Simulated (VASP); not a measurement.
# BaF2 (Fm-3m) in VASP: vibrations by perturbation theory with PBEsol

Aim: the vibrations by perturbation theory of BaF2 with PBEsol.

All numbers are computed with VASP 6.6.1; they aren't measurements. Logs are shortened: lines on timing, memory, paths and dates and some standing lists are left out, and cuts for length are marked.

### Step 1. The cell of the first run

It takes space group Fm-3m (No. 225, cubic). The conventional cell has a = 6.138 Å, b = 6.138 Å, c = 6.138 Å, α = 90.00°, β = 90.00°, γ = 90.00°. Ba (site symmetry m-3m) has 8 F at 2.66 Å within 3.5 Å. F (site symmetry -43m) has 4 Ba at 2.66 Å and 6 F at 3.07 Å within 3.5 Å.

### Step 2. Vibrations by perturbation theory, PBEsol

The input, INCAR:

```
SYSTEM = BaF2
PREC = Accurate ; ENCUT = 600
EDIFF = 1E-8 ; ISMEAR = 0
SIGMA = 0.01 ; LREAL = .False.
LASPH = .True. ; NELM = 120
ALGO = Normal ; ISIF = 2
LWAVE = .False. ; LCHARG = .False.
GGA = PS ; IBRION = 8
NSW = 1 ; LEPSILON = .True.
GGA_COMPAT = .False.
```

The input, KPOINTS:

```
Automatic mesh
0
Gamma
  6 6 6
  0 0 0
```

The input, POSCAR:

```
BaF2
1.0
    0.0000000000      3.0690431900      3.0690431900
    3.0690431900      0.0000000000      3.0690431900
    3.0690431900      3.0690431900      0.0000000000
Ba F
1 2
Direct
    0.0000000000      0.0000000000      0.0000000000
    0.7500000000      0.7500000000      0.7500000000
    0.2500000000      0.2500000000      0.2500000000
```

Potentials or basis: VASP PAW PBE potentials, release 64 (Ba_sv, F).

Started as:

```sh
cat potpaw_PBE.64/Ba_sv/POTCAR potpaw_PBE.64/F/POTCAR > POTCAR
mpirun -np 1 vasp_std > vasp.out
```

OUTCAR:

```text
SYSTEM = BaF2
   PREC = Accurate
   ENCUT = 600
   EDIFF = 1E-8
   ISMEAR = 0
   LREAL = .False.
   LASPH = .True.
   NELM = 120
   ISIF = 2
   GGA = PS
   IBRION = 8
   NSW = 1
   LEPSILON = .True.

 ion  position               nearest neighbor table
   1  0.000  0.000  0.000-   2 2.66   3 2.66   2 2.66   2 2.66   3 2.66   2 2.66   3 2.66   3 2.66

   2  0.750  0.750  0.750-   1 2.66   1 2.66   1 2.66   1 2.66
   3  0.250  0.250  0.250-   1 2.66   1 2.66   1 2.66   1 2.66

  LATTYP: Found a face centered cubic cell.
 ALAT       =     6.1380863800

  Lattice vectors:

 A1 = (   0.0000000000,   3.0690431900,   3.0690431900)
 A2 = (   3.0690431900,   0.0000000000,   3.0690431900)
 A3 = (   3.0690431900,   3.0690431900,   0.0000000000)

Analysis of symmetry for initial positions (statically):
=====================================================================
 Subroutine PRICEL returns:
 Original cell was already a primitive cell.

 Routine SETGRP: Setting up the symmetry group for a
 face centered cubic supercell.

 Subroutine GETGRP returns: Found 48 space group operations
 (whereof 48 operations were pure point group operations)
 out of a pool of 48 trial point group operations.

The static configuration has the point symmetry O_h .

Analysis of symmetry for dynamics (positions and initial velocities):
=====================================================================
 Subroutine PRICEL returns:
 Original cell was already a primitive cell.

 Routine SETGRP: Setting up the symmetry group for a
 face centered cubic supercell.

 Subroutine GETGRP returns: Found 48 space group operations
 (whereof 48 operations were pure point group operations)
 out of a pool of 48 trial point group operations.

The dynamic configuration has the point symmetry O_h .

[... 544 lines left out ...]
  --------------------------------------------------------------------------------
  x     0.00000     0.00000     0.00000     0.00000     0.00000     0.00000
  y     0.00000     0.00000     0.00000     0.00000     0.00000     0.00000
  z     0.00000     0.00000     0.00000     0.00000     0.00000     0.00000

 PIEZOELECTRIC TENSOR (including local field effects)  for field in x, y, z        (C/m^2)
          XX          YY          ZZ          XY          YZ          ZX
  --------------------------------------------------------------------------------
  x     0.00000     0.00000     0.00000     0.00000     0.00000     0.00000
  y     0.00000     0.00000     0.00000     0.00000     0.00000     0.00000
  z     0.00000     0.00000     0.00000     0.00000     0.00000     0.00000

 BORN EFFECTIVE CHARGES (including local field effects) (in |e|, cummulative output)
 ---------------------------------------------------------------------------------
 ion    1
    1     2.59832     0.00000     0.00000
    2     0.00000     2.59832     0.00000
    3     0.00000     0.00000     2.59832
 ion    2
    1    -1.29916     0.00000     0.00000
    2     0.00000    -1.29916     0.00000
    3     0.00000     0.00000    -1.29916
 ion    3
    1    -1.29916     0.00000     0.00000
    2     0.00000    -1.29916     0.00000
    3     0.00000     0.00000    -1.29916

 INTERNAL STRAIN TENSOR FOR ION    3 for displacements in x,y,z  (eV/Angst):
          X           Y           Z          XY          YZ          ZX
  --------------------------------------------------------------------------------
  x     0.00000     0.00000    -0.00000     0.00000    -3.44783    -0.00000
  y     0.00000    -0.00000    -0.00000    -0.00000     0.00000    -3.44783
  z     0.00000    -0.00000    -0.00000    -3.44783     0.00000     0.00000

 SECOND DERIVATIVES (NOT SYMMETRIZED)
 ------------------------------------
               1X          1Y          1Z          2X          2Y          2Z          3X          3Y          3Z
  1X    -4.215377    0.000000    0.000000    2.107689    0.000000    0.000000    2.107689    0.000000    0.000000
  1Y     0.000000   -4.215377    0.000000    0.000000    2.107689    0.000000    0.000000    2.107689    0.000000
  1Z     0.000000    0.000000   -4.215377    0.000000    0.000000    2.107689    0.000000    0.000000    2.107689
  2X     2.076421    0.000000    0.000000   -3.276793    0.000000    0.000000    1.200372    0.000000    0.000000
  2Y     0.000000    2.076421    0.000000    0.000000   -3.276793    0.000000    0.000000    1.200372    0.000000
  2Z     0.000000    0.000000    2.076421    0.000000    0.000000   -3.276793    0.000000    0.000000    1.200372
  3X     2.076421    0.000000    0.000000    1.200372    0.000000    0.000000   -3.276793    0.000000    0.000000
  3Y     0.000000    2.076421    0.000000    0.000000    1.200372    0.000000    0.000000   -3.276793    0.000000
  3Z     0.000000    0.000000    2.076421    0.000000    0.000000    1.200372    0.000000    0.000000   -3.276793

 Eigenvectors and eigenvalues of the dynamical matrix
 ----------------------------------------------------

   1 f  =    7.589240 THz    47.684604 2PiTHz  253.149811 cm-1    31.386562 meV
             X         Y         Z           dx          dy          dz
      0.000000  0.000000  0.000000    -0.000000   -0.000000   -0.000000
      4.603565  4.603565  4.603565     0.134791   -0.694141   -0.000000
      1.534522  1.534522  1.534522    -0.134791    0.694141    0.000000
[... 43 lines left out ...]
   9 f/i=    0.018086 THz     0.113638 2PiTHz    0.603286 cm-1     0.074798 meV
             X         Y         Z           dx          dy          dz
      0.000000  0.000000  0.000000     0.051021    0.016117    0.881966
      4.603565  4.603565  4.603565     0.019119    0.006040    0.330507
      1.534522  1.534522  1.534522     0.019119    0.006040    0.330507

--------------------------------------------------------------------------------------------------------

 MACROSCOPIC STATIC DIELECTRIC TENSOR IONIC CONTRIBUTION
 ------------------------------------------------------
           5.037530    -0.000000    -0.000000
          -0.000000     5.037530     0.000000
          -0.000000     0.000000     5.037530
 ------------------------------------------------------

 ELASTIC MODULI CONTR FROM IONIC RELAXATION (kBar)
 Direction    XX          YY          ZZ          XY          YZ          ZX
 --------------------------------------------------------------------------------
 XX          -0.0000     -0.0000      0.0000      0.0000      0.0000      0.0000
 YY          -0.0000     -0.0000      0.0000     -0.0000      0.0000     -0.0000
 ZZ           0.0000      0.0000     -0.0000     -0.0000     -0.0000     -0.0000
 XY           0.0000     -0.0000     -0.0000   -147.1601     -0.0000      0.0000
 YZ           0.0000      0.0000     -0.0000     -0.0000   -147.1601      0.0000
 ZX           0.0000     -0.0000     -0.0000      0.0000      0.0000   -147.1601
 --------------------------------------------------------------------------------

 PIEZOELECTRIC TENSOR IONIC CONTR  for field in x, y, z        (C/m^2)
          XX          YY          ZZ          XY          YZ          ZX
  --------------------------------------------------------------------------------
  x     0.00000    -0.00000     0.00000     0.00000     0.00000    -0.00000
  y    -0.00000    -0.00000     0.00000    -0.00000     0.00000    -0.00000
  z     0.00000     0.00000    -0.00000    -0.00000    -0.00000     0.00000
```

OSZICAR:

```text
N       E                     dE             d eps       ncg     rms          rms(c)
DAV:   1     0.176645615515E+03    0.17665E+03   -0.14326E+04   512   0.157E+03
DAV:   2    -0.115083061941E+02   -0.18815E+03   -0.18318E+03   664   0.307E+02
[... 191 lines left out ...]
RMM:   7    -0.536793669062E+00   -0.66533E-05   -0.10850E-06  3135   0.438E-03    0.609E-04
RMM:   8    -0.536786984702E+00    0.66844E-05   -0.25300E-07  3199   0.157E-03    0.168E-04
RMM:   9    -0.536785918656E+00    0.10660E-05   -0.24596E-07  3454   0.626E-04    0.650E-05
RMM:  10    -0.536786513382E+00   -0.59473E-06    0.11784E-06  3090   0.232E-04    0.211E-05
RMM:  11    -0.536786299921E+00    0.21346E-06    0.16723E-07  3529   0.767E-05    0.958E-06
RMM:  12    -0.536786377534E+00   -0.77613E-07   -0.47442E-08  3132   0.306E-05    0.216E-06
RMM:  13    -0.536786369859E+00    0.76745E-08   -0.32824E-08  3537   0.107E-05    0.954E-07
 Linear response finished
```

stdout:

```text
POSCAR found type information on POSCAR BaF
 POSCAR found :  2 types and       3 ions
 scaLAPACK will be used
 -----------------------------------------------------------------------------
|                                                                             |
|                                                                             |
[... 39 lines left out ...]
 first order change of Fermi-energy   0.28959E-04
 force on displaced ion       1 direction 1 :  -4.215   0.000   0.000
 Born effective charge ion    1 direction 1 :   2.598   0.000   0.000
 Linear response progress:
 first order change of Fermi-energy  -0.12273E+00
 force on displaced ion       2 direction 1 :  -3.277   0.000   0.000
 Born effective charge ion    2 direction 1 :  -1.299   0.000   0.000
 Born effective charges drift removed
 Linear response finished
```

Wall time 3.8 min (1 thread of Intel Xeon 6975P-C (Granite Rapids), shared host); peak memory 0.33 GiB.

What came out:

- Electronic dielectric tensor (diagonal): 2.41
- Born charges (mean of the diagonal): Ba +2.60; F -1.30 e
- Highest phonon frequency at Γ, LO-TO splitting left out: 253 cm⁻¹

Phonon frequencies in cm⁻¹ (negative: imaginary):
| q point | frequencies |
| --- | --- |
| (0.000, 0.000, 0.000) | -1 -1 -1 195 195 195 253 253 253 |

Electronic dielectric tensor:
```
2.41 0.00 0.00
0.00 2.41 0.00
0.00 0.00 2.41
```

Born effective charge tensors (e):
atom 1, Ba
```
2.60 0.00 0.00
0.00 2.60 0.00
0.00 0.00 2.60
```
atom 2, F
```
-1.30  0.00  0.00
 0.00 -1.30  0.00
 0.00  0.00 -1.30
```
atom 3, F
```
-1.30  0.00  0.00
 0.00 -1.30  0.00
 0.00  0.00 -1.30
```

Caveat: the cell stands under pressure or tension, which shifts response properties; spin-orbit coupling is left out, which moves the levels of the heavy elements.
